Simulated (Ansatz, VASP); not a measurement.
## Si in VASP and in Ansatz

The input INCAR:

```
PREC = Accurate
ENCUT = 520
EDIFF = 1E-6
ISMEAR = -1
SIGMA = 0.05
LREAL = False
LASPH = True
NELM = 80
ALGO = Normal
ISIF = 2
LWAVE = False
LCHARG = True
GGA = CA
LELF = True
LVHAR = True
NBANDS = 11
```

KPOINTS

```
regular mesh
0
Gamma
  16 16 16
```

Contents of POSCAR:

```
Si
1.0
   -2.2358921622      2.3526035479      1.2664426952
    2.2358921622     -2.3526035479      1.2664426952
    2.2358921622      2.3526035479     -1.2664426952
Si
2
Direct
    0.8070000000      0.5570000000      0.2500000000
    0.1930000000      0.4430000000      0.7500000000
```

Input for Ansatz:

```yaml
crystal:
  lattice:
    - [-2.2358921622, 2.3526035479, 1.2664426952]
    - [2.2358921622, -2.3526035479, 1.2664426952]
    - [2.2358921622, 2.3526035479, -1.2664426952]
  atoms:
    - { symbol: Si, position: [0.807, 0.557, 0.25] }
    - { symbol: Si, position: [0.193, 0.443, 0.75] }
kpoints:
  mp_grid: { grid: [16, 16, 16] }
  band_path:
    path:
      - [0.0, 0.0, 0.0]
      - [0.5, -0.5, 0.5]
      - [0.4758105458, -0.4758105458, 0.5241894542]
      - [-0.4758105458, 0.4758105458, 0.4758105458]
      - [0.0, 0.0, 0.0]
      - [0.3224458646, 0.3224458646, -0.3224458646]
      - [0.6775541354, -0.3224458646, 0.3224458646]
      - [0.5, -0.5, 0.5]
      - [0.0, 0.0, 0.0]
    npoints: 5
scf:
  occupations: { method: fermi_dirac, width: 0.05 }
hamiltonian:
  xc: lda
  pseudopotentials: { kind: all_electron, lapw: { basis_error: 0.0005 } }
output:
  forces: true
  stress: true
  eigenvalues: true
```

Change from the starting cell: volume scaled by 0.98.

Alike in both runs: task single point; functional LDA; k mesh 16 × 16 × 16; occupations fermi-dirac, width 0.05 eV; no spin polarisation.

```csv
,VASP,Ansatz
version,VASP 6.6.1,Ansatz 0.2.0
potentials or method,"VASP PAW LDA potentials, release 64 (Si), cutoff 520 eV","all-electron LAPW, scalar-relativistic"
```

|  | VASP | Ansatz | Ansatz less VASP |
| --- | --- | --- | --- |
| pressure (GPa) | 14.4 | 14.2 | -0.19 |
| traceless stress, the component that is largest in VASP (GPa) | 1.84 | 1.79 | -0.055 |

LDA's correlation is that of Perdew and Zunger in VASP and of Perdew and Wang (1992) in Ansatz. Ansatz ran all-electron here, and VASP with PAW potentials.
